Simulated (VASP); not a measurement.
# Zn8O7 (P1) in VASP: a series of runs

Runs on Zn8O7. Level: PBE. Tasks: single point.

Program: VASP 6.6.1. These are calculated values, not measurements. Logs are shortened: lines on timing, memory, paths and dates and some standing lists are left out, and cuts for length are marked.

**1. The cell of the first run**

The typed cell holds 15 atoms: a = 6.500 Å, b = 6.500 Å, c = 5.210 Å, α = 90.00°, β = 90.00°, γ = 120.00°.

**2. Single point, PBE**

The input, INCAR:

```
PREC     = Accurate       # precision mode
ENCUT    = 520            # plane-wave cutoff, eV
EDIFF    = 1E-7           # SCF threshold, eV
ISMEAR   = 0              # smearing method
SIGMA    = 0.01           # smearing width, eV
LREAL    = Auto         
LASPH    = True           # aspherical terms in the spheres
NELM     = 80             # most SCF steps
ALGO     = Normal         # electronic algorithm
ISIF     = 2              # what is computed and relaxed
LWAVE    = False          # write WAVECAR
LCHARG   = False          # write CHGCAR
GGA      = PE             # functional
NBANDS   = 82             # bands
```

The input, KPOINTS:

```
Automatic mesh
0
Gamma
  1 1 1
```

The input, POSCAR:

```
Zn8O7
1.0
    6.5000000000      0.0000000000      0.0000000000
   -3.2500000000      5.6291650000      0.0000000000
    0.0000000000      0.0000000000      5.2100000000
Zn O
8 7
Direct
    0.1688170000      0.3281690000      0.9879840000
    0.3344130000      0.1666180000      0.5074110000
    0.1613600000      0.8301880000      0.9996130000
    0.3415310000      0.6719490000      0.4960330000
    0.6659360000      0.3336650000      0.9977830000
    0.8288470000      0.1636400000      0.5084010000
    0.6521440000      0.8328440000      0.9955400000
    0.8348080000      0.6727360000      0.4911140000
    0.1665360000      0.3354020000      0.3816010000
    0.3288960000      0.1666630000      0.8774930000
    0.3233540000      0.6643940000      0.8766400000
    0.6700560000      0.3379320000      0.3875520000
    0.8370460000      0.1731250000      0.8881830000
    0.6639420000      0.8297880000      0.3878660000
    0.8272680000      0.6693350000      0.8823540000
```

Potentials or basis: VASP PAW PBE potentials, release 64 (Zn, O).

Launch:

```sh
cat potpaw_PBE.64/Zn/POTCAR potpaw_PBE.64/O/POTCAR > POTCAR
mpirun -np 1 vasp_gam > vasp.out
```

OUTCAR:

```text
PREC = Accurate
   ENCUT = 520
   EDIFF = 1E-7
   ISMEAR = 0
   LREAL = Auto
   LASPH = True
   NELM = 80
   ISIF = 2
   GGA = PE

 ion  position               nearest neighbor table
   1  0.169  0.328  0.988-  10 1.90  13 1.94  11 1.98   9 2.05
   2  0.334  0.167  0.507-  10 1.93  12 1.99   9 2.01
   3  0.161  0.830  1.000-  11 1.95  15 1.98  10 2.00
   4  0.342  0.672  0.496-  14 1.90  11 1.99   9 1.99
   5  0.666  0.334  0.998-  13 1.95  15 1.98  10 2.00  12 2.03
   6  0.829  0.164  0.508-  12 1.98  13 1.98  14 1.98   9 2.01
   7  0.652  0.833  0.996-  11 1.95  15 2.00  13 2.00  14 2.05
   8  0.835  0.673  0.491-  14 1.92  12 1.96  15 2.04
   9  0.167  0.335  0.382-   4 1.99   2 2.01   6 2.01   1 2.05
  10  0.329  0.167  0.877-   1 1.90   2 1.93   3 2.00   5 2.00
  11  0.323  0.664  0.877-   7 1.95   3 1.95   1 1.98   4 1.99
  12  0.670  0.338  0.388-   8 1.96   6 1.98   2 1.99   5 2.03
  13  0.837  0.173  0.888-   1 1.94   5 1.95   6 1.98   7 2.00
  14  0.664  0.830  0.388-   4 1.90   8 1.92   6 1.98   7 2.05
  15  0.827  0.669  0.882-   3 1.98   5 1.98   7 2.00   8 2.04

  LATTYP: Found a hexagonal cell.
 ALAT       =     6.5000000000
 C/A-ratio  =     0.8015384615

  Lattice vectors:

 A1 = (   6.5000000000,   0.0000000000,   0.0000000000)
 A2 = (  -3.2500000000,   5.6291650000,   0.0000000000)
 A3 = (   0.0000000000,   0.0000000000,   5.2100000000)

Analysis of symmetry for initial positions (statically):
=====================================================================
 Subroutine PRICEL returns:
 Original cell was already a primitive cell.

 Routine SETGRP: Setting up the symmetry group for a
 hexagonal supercell.

 Subroutine GETGRP returns: Found  1 space group operations
 (whereof  1 operations were pure point group operations)
 out of a pool of 24 trial point group operations.

The static configuration has the point symmetry C_1 .

Analysis of symmetry for dynamics (positions and initial velocities):
=====================================================================
 Subroutine PRICEL returns:
 Original cell was already a primitive cell.

 Routine SETGRP: Setting up the symmetry group for a
 hexagonal supercell.

 Subroutine GETGRP returns: Found  1 space group operations
 (whereof  1 operations were pure point group operations)
 out of a pool of 24 trial point group operations.

The dynamic configuration has the point symmetry C_1 .

 Subroutine INISYM returns: Found  1 space group operations
 (whereof  1 operations are pure point group operations),
 and found     1 'primitive' translations

----------------------------------------------------------------------------------------

                                     Primitive cell

  volume of cell :     190.6317

  direct lattice vectors                    reciprocal lattice vectors
     6.500000000  0.000000000  0.000000000     0.153846154  0.088823120  0.000000000
    -3.250000000  5.629165000  0.000000000     0.000000000  0.177646241  0.000000000
     0.000000000  0.000000000  5.210000000     0.000000000  0.000000000  0.191938580

  length of vectors
     6.500000000  6.499999892  5.210000000     0.177646238  0.177646241  0.191938580

  position of ions in fractional coordinates (direct lattice)
     0.168817000  0.328169000  0.987984000
     0.334413000  0.166618000  0.507411000
     0.161360000  0.830188000  0.999613000
     0.341531000  0.671949000  0.496033000
     0.665936000  0.333665000  0.997783000
     0.828847000  0.163640000  0.508401000
     0.652144000  0.832844000  0.995540000
     0.834808000  0.672736000  0.491114000
     0.166536000  0.335402000  0.381601000
     0.328896000  0.166663000  0.877493000
     0.323354000  0.664394000  0.876640000
     0.670056000  0.337932000  0.387552000
     0.837046000  0.173125000  0.888183000
     0.663942000  0.829788000  0.387866000
     0.827268000  0.669335000  0.882354000

  ion indices of the primitive-cell ions
   primitive index   ion index
                 1           1
                 2           2
                 3           3
                 4           4
                 5           5
                 6           6
                 7           7
                 8           8
                 9           9
                10          10
                11          11
                12          12
                13          13
                14          14
                15          15

----------------------------------------------------------------------------------------

 KPOINTS: Automatic mesh

Automatic generation of k-mesh.
 Grid dimensions read from file:
 generate k-points for:    1    1    1

 Generating k-lattice:

  Cartesian coordinates                     Fractional coordinates (reciprocal lattice)
     0.153846154  0.088823120  0.000000000     1.000000000  0.000000000  0.000000000
     0.000000000  0.177646241  0.000000000     0.000000000  1.000000000  0.000000000
     0.000000000  0.000000000  0.191938580     0.000000000  0.000000000  1.000000000

  Length of vectors
     0.177646238  0.177646241  0.191938580

  Shift w.r.t. Gamma in fractional coordinates (k-lattice)
     0.000000000  0.000000000  0.000000000

 Subroutine IBZKPT returns following result:
 ===========================================

 Found      1 irreducible k-points:

 Following reciprocal coordinates:
            Coordinates               Weight
  0.000000  0.000000  0.000000      1.000000
   k-points           NKPTS =      1   k-points in BZ     NKDIM =      1   number of bands    NBANDS=     82
   number of dos      NEDOS =    301   number of ions     NIONS =     15
   total plane-waves  NPLWV =  92160
   dimension x,y,z NGX =    48 NGY =   48 NGZ =   40
   dimension x,y,z NGXF=    96 NGYF=   96 NGZF=   80
   ions per type =               8   7
   NGX,Y,Z   is equivalent  to a cutoff of  12.28, 12.28, 12.76 a.u.
   NGXF,Y,Z  is equivalent  to a cutoff of  24.55, 24.55, 25.53 a.u.
 SYSTEM =  unknown system
   PREC   = accura    normal or accurate (medium, high low for compatibility)
   ISTART =      0    job   : 0-new  1-cont  2-samecut
   ICHARG =      2    charge: 1-file 2-atom 10-const
   ISPIN  =      1    spin polarized calculation?
   LNONCOLLINEAR =      F non collinear calculations
   LSORBIT =      F    spin-orbit coupling
   LASPH  =      T    aspherical Exc in radial PAW
   ENCUT  =  520.0 eV  38.22 Ry    6.18 a.u.  12.09 12.09  9.69*2*pi/ulx,y,z
   NELM   =     80;   NELMIN=  2; NELMDL= -5     # of ELM steps
   EDIFF  = 0.1E-06   stopping-criterion for ELM
   LREAL  =      T    real-space projection
   EDIFFG = 0.1E-05   stopping-criterion for IOM
   NSW    =      0    number of steps for IOM
   IBRION =     -1    ionic relax: 0-MD 1-quasi-New 2-CG
   NFREE  =      0    steps in history (QN), initial steepest desc. (CG)
   ISIF   =      2    stress and relaxation
   ISYM   =      2    0-nonsym 1-usesym 2-fastsym
   POTIM  = 0.5000    time-step for ionic-motion
   TEBEG  =    0.0;   TEEND  =   0.0 temperature during run
   PSTRESS=    0.0 pullay stress
   NELECT =     138.0000    total number of electrons
   NUPDOWN=      -1.0000    fix difference up-down
   EMIN   =  10.00;   EMAX   =-10.00  energy-range for DOS
   EFERMI =   0.00;   METHOD = LEGACY
   ISMEAR =     0;   SIGMA  =   0.01  broadening in eV -4-tet -1-fermi 0-gaus
   EFERMI_NEDOS =   21; number of points for ismear=-14 and -15
   IALGO  =     38    algorithm
   IMIX   =      4    mixing-type and parameters
     AMIX     =   0.40;   BMIX     =  1.00
     AMIX_MAG =   1.60;   BMIX_MAG =  1.00
  volume/ion in A,a.u.               =      12.71        85.76
  Fermi-wavevector in a.u.,A,eV,Ry     =   1.469951  2.777804 29.398867  2.160756
  Thomas-Fermi vector in A             =   2.585266
   LORBIT       =      0    0 simple, 1 ext, 2 COOP (PROOUT), +10 PAW based schemes
   GGA     = PE    functional components
   LHFCALC =     F    Hartree Fock is set to
   AEXX    =    0.0000 exact exchange contribution
   IVDW    =     0    specifies the selected vdW correction
   LEPSILON=     F    determine dielectric tensor
   LRPA    =     F    only Hartree local field effects (RPA)
 non-spin polarized calculation
 Gauss-broadening in eV      SIGMA  =   0.01
  energy-cutoff  :      520.00
  volume of cell :      190.63
 maximum number of plane-waves:      2560
   NGX = 25   NGY = 25   NGZ = 19

 number of electron     138.0000013 magnetization

 Free energy of the ion-electron system (eV)
  ---------------------------------------------------
  ext. energy  EPLUGINS =         0.00000000
  ---------------------------------------------------
  free energy    TOTEN  =       -63.23615355 eV

  energy without entropy =      -63.23615355  energy(sigma->0) =      -63.23615355

 E-fermi :   0.8739     XC(G=0): -10.7269

 val. band max:        0.8149587005   @ k =   0.0000   0.0000   0.0000
 cond. band min:       3.8625633567   @ k =   0.0000   0.0000   0.0000
 fundamental gap:      3.0476046562
 Fermi energy:         0.8738624069

 k-point     1 :       0.0000    0.0000    0.0000
  band No.  band energies     occupation
      1     -17.0202      2.00000
      2     -16.6350      2.00000
      3     -16.4234      2.00000
      4     -16.2959      2.00000
      5     -16.1259      2.00000
      6     -16.1171      2.00000
[... 73 lines left out ...]
     80       8.6782      0.00000
     81       8.7513      0.00000
 [bands above 81 left out]

------------------------ aborting loop because EDIFF is reached ----------------------------------------

  FORCE on cell =-STRESS in cart. coord.  units (eV):
  Direction    XX          YY          ZZ          XY          YZ          ZX
  --------------------------------------------------------------------------------------
  -------------------------------------------------------------------------------------
  Total        9.0163077      6.8956931     -4.3713030     -0.4730332      0.3217242     -0.2867388
  in kB       75.7781940     57.9553390    -36.7389238     -3.9756405      2.7039536     -2.4099168
  external PRESSURE =      32.3315364 kB  Pullay stress =       0.0000000 kB

 VOLUME and BASIS-vectors are now :
 -----------------------------------------------------------------------------
  energy-cutoff  :      520.00
  volume of cell :      190.63
      direct lattice vectors                 reciprocal lattice vectors
     6.500000000  0.000000000  0.000000000     0.153846154  0.088823120  0.000000000
    -3.250000000  5.629165000  0.000000000     0.000000000  0.177646241  0.000000000
     0.000000000  0.000000000  5.210000000     0.000000000  0.000000000  0.191938580

 POSITION                                       TOTAL-FORCE (eV/Angst)
 -----------------------------------------------------------------------------------
      0.03076      1.84732      5.14740        -0.586405      0.398637      0.829606
      1.63218      0.93792      2.64361        -0.187350     -0.359408     -0.923031
     -1.64927      4.67327      5.20798        -0.276684      0.059269      0.795627
      0.03612      3.78251      2.58433        -1.239785     -0.373173     -0.141865
      3.24417      1.87826      5.19845        -0.011045      0.152271      0.303480
      4.85568      0.92116      2.64877         0.298975      0.381737     -0.131045
      1.53219      4.68822      5.18676         0.537512      0.265655      0.249597
      3.23986      3.78694      2.55870         0.848849      0.036328      0.230933
     -0.00757      1.88803      1.98814         0.250641     -0.060698     -0.055806
      1.59617      0.93817      4.57174         0.804627     -0.923754      0.116111
     -0.05748      3.73998      4.56729        -0.276452      0.372760     -0.201969
      3.25709      1.90227      2.01915        -0.289998     -0.108220     -0.190244
      4.87814      0.97455      4.62743        -0.317351     -0.583012     -0.047157
      1.61881      4.67101      2.02078         0.042090      0.436702     -0.515590
      3.20190      3.76780      4.59706         0.402375      0.304907     -0.318646
 -----------------------------------------------------------------------------------
    total drift:                                0.008327     -0.002510     -0.009908

  FREE ENERGIE OF THE ION-ELECTRON SYSTEM (eV)
  ---------------------------------------------------
  free  energy   TOTEN  =       -63.2361535455 eV

  energy  without entropy=      -63.2361535455  energy(sigma->0) =      -63.23615355
```

It took 98 s on 1 thread of AMD EPYC 7R13, shared host; peak memory 0.24 GiB.

What came out:

- Free energy: -63.2362 eV
- Pressure: 3.2 GPa
- Largest force: 1.302 eV/Å
- Band gap on the k mesh: 3.05 eV

Forces in eV/Å, atoms in the order of the input:
```
Zn  -0.586  0.399  0.830
Zn  -0.187 -0.359 -0.923
Zn  -0.277  0.059  0.796
Zn  -1.240 -0.373 -0.142
Zn  -0.011  0.152  0.303
Zn   0.299  0.382 -0.131
Zn   0.538  0.266  0.250
Zn   0.849  0.036  0.231
O    0.251 -0.061 -0.056
O    0.805 -0.924  0.116
O   -0.276  0.373 -0.202
O   -0.290 -0.108 -0.190
O   -0.317 -0.583 -0.047
O    0.042  0.437 -0.516
O    0.402  0.305 -0.319
```

Caveat: the k points lie up to 1.21 Å⁻¹ apart; forces of over 1 eV/Å act on the atoms, so gaps and moduli don't describe the material at rest.

**3. Single point, PBE**

The input, INCAR:

```
PREC = Accurate ; ENCUT = 520
EDIFF = 1E-6 ; ISMEAR = -1
SIGMA = 0.01 ; LREAL = Auto
LASPH = True ; NELM = 60
ALGO = Normal ; ISIF = 2
LWAVE = False ; LCHARG = False
GGA = PE ; NBANDS = 82
```

The input, KPOINTS:

```
regular mesh
0
Gamma
  1 1 1
```

POSCAR is that of step 2.

Potentials or basis: VASP PAW PBE potentials, release 64 (Zn, O).

Launch:

```sh
cat potpaw_PBE.64/Zn/POTCAR potpaw_PBE.64/O/POTCAR > POTCAR
mpirun -np 1 vasp_gam > vasp.out
```

It took 86 s on 1 thread of AMD EPYC 7R13, shared host; peak memory 0.24 GiB.

Results (log left out):

- Free energy: -63.2362 eV
- Pressure: 3.3 GPa
- Largest force: 1.302 eV/Å
- Band gap on the k mesh: 3.05 eV

Forces on the atoms (eV/Å):
```
Zn  -0.586  0.399  0.830
Zn  -0.187 -0.359 -0.923
Zn  -0.277  0.059  0.796
Zn  -1.240 -0.373 -0.142
Zn  -0.011  0.152  0.303
Zn   0.299  0.382 -0.131
Zn   0.538  0.266  0.250
Zn   0.849  0.036  0.231
O    0.251 -0.061 -0.056
O    0.805 -0.924  0.116
O   -0.276  0.373 -0.202
O   -0.290 -0.108 -0.190
O   -0.317 -0.583 -0.047
O    0.042  0.437 -0.516
O    0.402  0.305 -0.319
```

Stress tensor (GPa, compression positive):
```
 7.63 -0.40 -0.24
-0.40  5.85  0.27
-0.24  0.27 -3.62
```

Levels at points of the mesh, in eV from the valence-band top:
```
           k point  band 65  band 66  band 67  band 68  band 69  band 70  band 71  band 72  band 73  band 74
(0.00, 0.00, 0.00)    -0.71    -0.64    -0.24    -0.03     0.00     3.05     4.69     4.73     4.89     5.56
```

Caveat: the k points lie up to 1.21 Å⁻¹ apart; forces of over 1 eV/Å act on the atoms, so gaps and moduli don't describe the material at rest. A k mesh can miss the band edges.
